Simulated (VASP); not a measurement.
# PbO (P4/nmm) in VASP: a series of runs

The runs below take PbO through single point, relaxation of cell and atoms, with PBEsol.

All numbers are computed with VASP 6.6.1; they aren't measurements. Logs are shortened: lines on timing, memory, paths and dates and some standing lists are left out, and cuts for length are marked.

## (1) The cell of the first run

It takes space group P4/nmm (No. 129, tetragonal). The conventional cell has a = 3.988 Å, b = 3.988 Å, c = 5.077 Å, α = 90.00°, β = 90.00°, γ = 90.00°. Pb (site symmetry 4mm) has 4 O at 2.32 Å within 3.1 Å. O (site symmetry -4m2) has 4 Pb at 2.32 Å and 4 O at 2.82 Å within 3.1 Å.

## (2) Single point, PBEsol

INCAR reads:

```
PREC = Accurate
ENCUT = 520
EDIFF = 1E-6
ISMEAR = 0
SIGMA = 0.02
LREAL = False
LASPH = True
NELM = 100
ALGO = Normal
ISIF = 2
LWAVE = False
LCHARG = False
GGA = PS
NBANDS = 28
```

KPOINTS reads:

```
regular mesh
0
Gamma
  8 8 6
```

POSCAR reads:

```
PbO
1.0
    3.9878519637      0.0000000000      0.0000000000
    0.0000000000      3.9878519637      0.0000000000
    0.0000000000      0.0000000000      5.0767428714
Pb O
2 2
Direct
    0.0000000000      0.5000000000      0.2332838269
    0.5000000000      0.0000000000      0.7667161731
    0.0000000000      0.0000000000      0.0000000000
    0.5000000000      0.5000000000      0.0000000000
```

Potentials or basis: VASP PAW PBE potentials, release 64 (Pb_d, O).

Started as:

```bash
$ cat potpaw_PBE.64/Pb_d/POTCAR potpaw_PBE.64/O/POTCAR > POTCAR
$ mpirun -np 1 vasp_std > vasp.out
```

OUTCAR:

```text
PREC = Accurate
   ENCUT = 520
   EDIFF = 1E-6
   ISMEAR = 0
   LREAL = False
   LASPH = True
   NELM = 100
   ISIF = 2
   GGA = PS

 ion  position               nearest neighbor table
   1  0.000  0.500  0.233-   3 2.32   4 2.32   3 2.32   4 2.32   2 3.68   2 3.68   2 3.68   2 3.68
                             2 3.91   2 3.91   2 3.91   2 3.91
   2  0.500  0.000  0.767-   3 2.32   4 2.32   4 2.32   3 2.32   1 3.68   1 3.68   1 3.68   1 3.68
                             1 3.91   1 3.91   1 3.91   1 3.91
   3  0.000  0.000  0.000-   1 2.32   2 2.32   1 2.32   2 2.32
   4  0.500  0.500  0.000-   1 2.32   2 2.32   2 2.32   1 2.32

  LATTYP: Found a simple tetragonal cell.
 ALAT       =     3.9878519637
 C/A-ratio  =     1.2730519883

  Lattice vectors:

 A1 = (   3.9878519637,   0.0000000000,   0.0000000000)
 A2 = (   0.0000000000,   3.9878519637,   0.0000000000)
 A3 = (   0.0000000000,   0.0000000000,   5.0767428714)

Analysis of symmetry for initial positions (statically):
=====================================================================
 Subroutine PRICEL returns:
 Original cell was already a primitive cell.

 Routine SETGRP: Setting up the symmetry group for a
 simple tetragonal supercell.

 Subroutine GETGRP returns: Found 16 space group operations
 (whereof  8 operations were pure point group operations)
 out of a pool of 16 trial point group operations.

The static configuration has the point symmetry D_2d.
 The point group associated with its full space group is D_4h.

Analysis of symmetry for dynamics (positions and initial velocities):
=====================================================================
 Subroutine PRICEL returns:
 Original cell was already a primitive cell.

 Routine SETGRP: Setting up the symmetry group for a
 simple tetragonal supercell.

 Subroutine GETGRP returns: Found 16 space group operations
 (whereof  8 operations were pure point group operations)
 out of a pool of 16 trial point group operations.

The dynamic configuration has the point symmetry D_2d.
 The point group associated with its full space group is D_4h.

 Subroutine INISYM returns: Found 16 space group operations
 (whereof  8 operations are pure point group operations),
 and found     1 'primitive' translations

----------------------------------------------------------------------------------------

                                     Primitive cell

  volume of cell :      80.7353

  direct lattice vectors                    reciprocal lattice vectors
     3.987851964  0.000000000  0.000000000     0.250761565  0.000000000  0.000000000
     0.000000000  3.987851964  0.000000000     0.000000000  0.250761565  0.000000000
     0.000000000  0.000000000  5.076742871     0.000000000  0.000000000  0.196976689

  length of vectors
     3.987851964  3.987851964  5.076742871     0.250761565  0.250761565  0.196976689

  position of ions in fractional coordinates (direct lattice)
     0.000000000  0.500000000  0.233283827
     0.500000000  0.000000000  0.766716173
     0.000000000  0.000000000  0.000000000
     0.500000000  0.500000000  0.000000000

  ion indices of the primitive-cell ions
   primitive index   ion index
                 1           1
                 2           2
                 3           3
                 4           4

----------------------------------------------------------------------------------------

 KPOINTS: regular mesh

Automatic generation of k-mesh.
 Grid dimensions read from file:
 generate k-points for:    8    8    6

 Generating k-lattice:

  Cartesian coordinates                     Fractional coordinates (reciprocal lattice)
     0.031345196  0.000000000  0.000000000     0.125000000  0.000000000  0.000000000
     0.000000000  0.031345196  0.000000000     0.000000000  0.125000000  0.000000000
     0.000000000  0.000000000  0.032829448     0.000000000  0.000000000  0.166666667

  Length of vectors
     0.031345196  0.031345196  0.032829448

  Shift w.r.t. Gamma in fractional coordinates (k-lattice)
     0.000000000  0.000000000  0.000000000

 Subroutine IBZKPT returns following result:
 ===========================================

 Found     60 irreducible k-points:

 Following reciprocal coordinates:
            Coordinates               Weight
  0.000000  0.000000  0.000000      1.000000
  0.125000  0.000000  0.000000      4.000000
  0.250000  0.000000  0.000000      4.000000
  0.375000  0.000000  0.000000      4.000000
  0.500000  0.000000  0.000000      2.000000
  0.125000  0.125000  0.000000      4.000000
[... 16 lines left out ...]
  0.375000  0.125000  0.166667     16.000000
  0.500000  0.125000  0.166667      8.000000
 [... further k-points ...]
   k-points           NKPTS =     60   k-points in BZ     NKDIM =     60   number of bands    NBANDS=     28
   number of dos      NEDOS =    301   number of ions     NIONS =      4
   total plane-waves  NPLWV =  36000
   dimension x,y,z NGX =    30 NGY =   30 NGZ =   40
   dimension x,y,z NGXF=    60 NGYF=   60 NGZF=   80
   ions per type =               2   2
   NGX,Y,Z   is equivalent  to a cutoff of  12.51, 12.51, 13.10 a.u.
   NGXF,Y,Z  is equivalent  to a cutoff of  25.01, 25.01, 26.20 a.u.
 SYSTEM =  unknown system
   PREC   = accura    normal or accurate (medium, high low for compatibility)
   ISTART =      0    job   : 0-new  1-cont  2-samecut
   ICHARG =      2    charge: 1-file 2-atom 10-const
   ISPIN  =      1    spin polarized calculation?
   LNONCOLLINEAR =      F non collinear calculations
   LSORBIT =      F    spin-orbit coupling
   LASPH  =      T    aspherical Exc in radial PAW
   ENCUT  =  520.0 eV  38.22 Ry    6.18 a.u.   7.41  7.41  9.44*2*pi/ulx,y,z
   NELM   =    100;   NELMIN=  2; NELMDL= -5     # of ELM steps
   EDIFF  = 0.1E-05   stopping-criterion for ELM
   LREAL  =      F    real-space projection
   EDIFFG = 0.1E-04   stopping-criterion for IOM
   NSW    =      0    number of steps for IOM
   IBRION =     -1    ionic relax: 0-MD 1-quasi-New 2-CG
   NFREE  =      0    steps in history (QN), initial steepest desc. (CG)
   ISIF   =      2    stress and relaxation
   ISYM   =      2    0-nonsym 1-usesym 2-fastsym
   POTIM  = 0.5000    time-step for ionic-motion
   TEBEG  =    0.0;   TEEND  =   0.0 temperature during run
   PSTRESS=    0.0 pullay stress
   NELECT =      40.0000    total number of electrons
   NUPDOWN=      -1.0000    fix difference up-down
   EMIN   =  10.00;   EMAX   =-10.00  energy-range for DOS
   EFERMI =   0.00;   METHOD = LEGACY
   ISMEAR =     0;   SIGMA  =   0.02  broadening in eV -4-tet -1-fermi 0-gaus
   EFERMI_NEDOS =   21; number of points for ismear=-14 and -15
   IALGO  =     38    algorithm
   IMIX   =      4    mixing-type and parameters
     AMIX     =   0.40;   BMIX     =  1.00
     AMIX_MAG =   1.60;   BMIX_MAG =  1.00
  volume/ion in A,a.u.               =      20.18       136.21
  Fermi-wavevector in a.u.,A,eV,Ry     =   1.295410  2.447969 22.831744  1.678086
  Thomas-Fermi vector in A             =   2.426931
   LORBIT       =      0    0 simple, 1 ext, 2 COOP (PROOUT), +10 PAW based schemes
   GGA     = PS    functional components
   LHFCALC =     F    Hartree Fock is set to
   AEXX    =    0.0000 exact exchange contribution
   IVDW    =     0    specifies the selected vdW correction
   LEPSILON=     F    determine dielectric tensor
   LRPA    =     F    only Hartree local field effects (RPA)
 non-spin polarized calculation
 Gauss-broadening in eV      SIGMA  =   0.02
  energy-cutoff  :      520.00
  volume of cell :       80.74
 maximum number of plane-waves:      2210
 NGX is ok and might be reduce to    30
   NGX = 15   NGY = 15   NGZ = 19

 number of electron      39.9999997 magnetization

 Free energy of the ion-electron system (eV)
  ---------------------------------------------------
  ext. energy  EPLUGINS =         0.00000000
  ---------------------------------------------------
  free energy    TOTEN  =       -22.87493863 eV

  energy without entropy =      -22.87493863  energy(sigma->0) =      -22.87493863

 E-fermi :   4.9243     XC(G=0):  -9.9827

 val. band max:        4.8116832552   @ k =   0.1250   0.0000   0.0000
 cond. band min:       6.0496180503   @ k =   0.5000   0.5000   0.0000
 fundamental gap:      1.2379347951
 Fermi energy:         4.9243163430

 k-point     1 :       0.0000    0.0000    0.0000
  band No.  band energies     occupation
      1     -13.4941      2.00000
      2     -12.9484      2.00000
      3     -11.1175      2.00000
      4     -11.1175      2.00000
      5     -11.0527      2.00000
      6     -11.0392      2.00000
[... 20 lines left out ...]
     27      12.2894      0.00000
     28      12.8336      0.00000

 k-point     2 :       0.1250    0.0000    0.0000
  band No.  band energies     occupation
      1     -13.4599      2.00000
      2     -12.9593      2.00000
      3     -11.1104      2.00000
      4     -11.1079      2.00000
      5     -11.0416      2.00000
      6     -11.0300      2.00000
[... 20 lines left out ...]
     27      12.5196      0.00000
     28      13.8510      0.00000

 k-point     3 :       0.2500    0.0000    0.0000
  band No.  band energies     occupation
      1     -13.3706      2.00000
      2     -12.9947      2.00000
      3     -11.0908      2.00000
      4     -11.0815      2.00000
      5     -11.0088      2.00000
      6     -11.0052      2.00000
[... 20 lines left out ...]
     27      12.7927      0.00000
     28      15.6322      0.00000

 k-point     4 :       0.3750    0.0000    0.0000
  band No.  band energies     occupation
      1     -13.2574      2.00000
      2     -13.0583      2.00000
      3     -11.0629      2.00000
      4     -11.0475      2.00000
      5     -11.0032      2.00000
      6     -10.9973      2.00000
[... 578 lines left out ...]
     27      13.7021      0.00000
     28      15.0952      0.00000

 k-point    23 :       0.3750    0.1250    0.1667
  band No.  band energies     occupation
      1     -13.2429      2.00000
      2     -13.0605      2.00000
      3     -11.0655      2.00000
      4     -11.0354      2.00000
      5     -11.0095      2.00000
      6     -10.9839      2.00000
[... 20 lines left out ...]
     27      13.9202      0.00000
     28      14.4406      0.00000

 k-point    24 :       0.5000    0.1250    0.1667
  band No.  band energies     occupation
      1     -13.1438      2.00000
      2     -13.1438      2.00000
      3     -11.0423      2.00000
      4     -11.0423      2.00000
      5     -11.0006      2.00000
      6     -11.0006      2.00000
[... 20 lines left out ...]
     27      14.1276      0.00000
     28      14.1276      0.00000

 [... further k-points ...]
[... 5 lines left out ...]
  --------------------------------------------------------------------------------------
  -------------------------------------------------------------------------------------
  Total        0.0522228      0.0522228      0.0563449      0.0000000     -0.0000000      0.0000000
  in kB        1.0363534      1.0363534      1.1181550      0.0000000     -0.0000000      0.0000000
  external PRESSURE =       1.0636206 kB  Pullay stress =       0.0000000 kB

 VOLUME and BASIS-vectors are now :
 -----------------------------------------------------------------------------
  energy-cutoff  :      520.00
  volume of cell :       80.74
      direct lattice vectors                 reciprocal lattice vectors
     3.987851964  0.000000000  0.000000000     0.250761565  0.000000000  0.000000000
     0.000000000  3.987851964  0.000000000     0.000000000  0.250761565  0.000000000
     0.000000000  0.000000000  5.076742871     0.000000000  0.000000000  0.196976689

 POSITION                                       TOTAL-FORCE (eV/Angst)
 -----------------------------------------------------------------------------------
      0.00000      1.99393      1.18432         0.000000      0.000000      0.044088
      1.99393      0.00000      3.89242        -0.000000      0.000000     -0.044088
      0.00000      0.00000      0.00000        -0.000000     -0.000000      0.000000
      1.99393      1.99393      0.00000         0.000000      0.000000      0.000000
 -----------------------------------------------------------------------------------
    total drift:                                0.000000      0.000000      0.000000

  FREE ENERGIE OF THE ION-ELECTRON SYSTEM (eV)
  ---------------------------------------------------
  free  energy   TOTEN  =       -22.8749386256 eV

  energy  without entropy=      -22.8749386256  energy(sigma->0) =      -22.87493863
```

Wall time 94 s (1 thread of Intel Xeon Platinum 8259CL at 2.50GHz (Skylake/Cascade Lake), shared host); peak memory 0.25 GiB.

Results:

| Item | Value |
| --- | --- |
| Free energy | -22.8749 eV |
| Pressure | 0.1 GPa |
| Largest force | 0.044 eV/Å |
| Band gap on the k mesh | 1.24 eV, indirect (least direct gap 2.20 eV) |

Forces in eV/Å, atoms in the order of the input:
```
Pb   0.000  0.000  0.044
Pb   0.000  0.000 -0.044
O    0.000  0.000  0.000
O    0.000  0.000  0.000
```

Caveat: the PAW data sets were made with another functional, which shifts forces and pressure a little; spin-orbit coupling is left out, which moves the levels of the heavy elements.

## (3) Relaxation of cell and atoms, PBEsol

This run uses another cell than the first one, of 19.83 Å³/atom, 0.983 times its volume.

INCAR reads:

```
  ALGO = Normal
  EDIFF = 1E-7
  EDIFFG = -0.005
  ENCUT = 600
  GGA = PS
  IBRION = 2
  ISIF = 3
  ISMEAR = 0
  LASPH = T
  LCHARG = F
  LREAL = F
  LWAVE = F
  NELM = 80
  NSW = 100
  PREC = Accurate
  SIGMA = 0.02
```

KPOINTS reads:

```
k-points
0
Gamma
  8 8 6
```

POSCAR reads:

```
PbO
1.0
    3.9744000000      0.0000000000      0.0000000000
    0.0000000000      3.9744000000      0.0000000000
    0.0000000000      0.0000000000      5.0220000000
Pb O
2 2
Direct
    0.0000000000      0.5000000000      0.2351000000
    0.5000000000      0.0000000000      0.7649000000
    0.0000000000      0.0000000000      0.0000000000
    0.5000000000      0.5000000000      0.0000000000
```

Potentials or basis: VASP PAW PBE potentials, release 64 (Pb_d, O).

Started as:

```bash
$ cat potpaw_PBE.64/Pb_d/POTCAR potpaw_PBE.64/O/POTCAR > POTCAR
$ mpirun -np 1 vasp_std > vasp.out
```

Run time: 12 min. Hardware: 1 thread of Intel Xeon Platinum 8259CL at 2.50GHz (Skylake/Cascade Lake), shared host; peak memory 0.28 GiB.

Results (log left out):

```yaml
Free_energy: -22.8779 eV
Relaxed_volume: 20.09 Å³/atom
Relaxed_cell: a = 3.989 Å, b = 3.989 Å, c = 5.051 Å, α = 90.00°, β = 90.00°, γ = 90.00°
Space_group_after_relaxing_to_0.05_Å: P4/nmm (No. 129)
Energy_gained_by_relaxing: 0.7 meV/atom
Ionic_steps: 15
Pressure_after_relaxing: 0.0 GPa
Band_gap_on_the_k_mesh: 1.21 eV, indirect (least direct gap 2.22 eV)
```

The path:
| step | energy change (eV) | largest force (eV/Å) | pressure (GPa) | volume (Å³) |
| --- | --- | --- | --- | --- |
| 1 | 0.0000 | 0.1599 | 0.99 | 79.33 |
| 2 | 0.0000 | 0.2002 | -0.90 | 80.74 |
| 3 | -0.0028 | 0.0219 | 0.03 | 80.02 |
| 4 | -0.0028 | 0.0184 | 0.04 | 80.01 |
| 5 | -0.0028 | 0.0115 | 0.04 | 80.06 |
| 6 | -0.0028 | 0.0026 | 0.02 | 80.12 |
| 7 | -0.0028 | 0.0001 | 0.02 | 80.14 |
| 8 | -0.0028 | 0.0063 | -0.01 | 80.18 |
| 9 | -0.0028 | 0.0082 | -0.03 | 80.20 |
| 10 | -0.0028 | 0.0082 | -0.03 | 80.21 |
| 11 | -0.0028 | 0.0078 | -0.03 | 80.23 |
| 12 | -0.0029 | 0.0076 | -0.03 | 80.28 |
| 13 | -0.0029 | 0.0063 | -0.03 | 80.37 |
| 14 | -0.0029 | 0.0058 | 0.03 | 80.33 |
| 15 | -0.0029 | 0.0004 | 0.01 | 80.35 |

Final structure:
```
CELL_PARAMETERS angstrom
3.98855 0.00000 0.00000
0.00000 3.98855 0.00000
0.00000 0.00000 5.05090
ATOMIC_POSITIONS crystal
Pb 0.00000 0.50000 0.23481
Pb 0.50000 0.00000 0.76519
O 0.00000 0.00000 0.00000
O 0.50000 0.50000 0.00000
```

Levels at points of the mesh, in eV from the valence-band top:
```csv
k point,band 17,band 18,band 19,band 20,band 21,band 22,band 23,band 24
"(0.00, 0.00, 0.00)",-1.68,-1.65,-1.65,-0.01,2.27,5.32,5.65,5.65
"(0.50, 0.00, 0.00)",-3.01,-3.01,-1.63,-1.63,3.32,3.32,6.45,6.45
"(0.50, 0.50, 0.00)",-1.64,-1.64,-1.02,-1.02,1.21,1.21,5.20,5.20
"(0.00, 0.00, 0.50)",-1.72,-1.68,-1.68,-0.92,1.84,4.01,4.01,4.21
"(0.50, 0.00, 0.50)",-2.98,-2.98,-0.97,-0.97,3.02,3.02,6.30,6.30
"(0.50, 0.50, 0.50)",-2.21,-2.21,-1.03,-1.03,3.45,3.45,4.62,4.62
```

Caveat: the PAW data sets were made with another functional, which shifts forces and pressure a little; spin-orbit coupling is left out, which moves the levels of the heavy elements. Zero-point motion and thermal expansion aren't in these numbers.
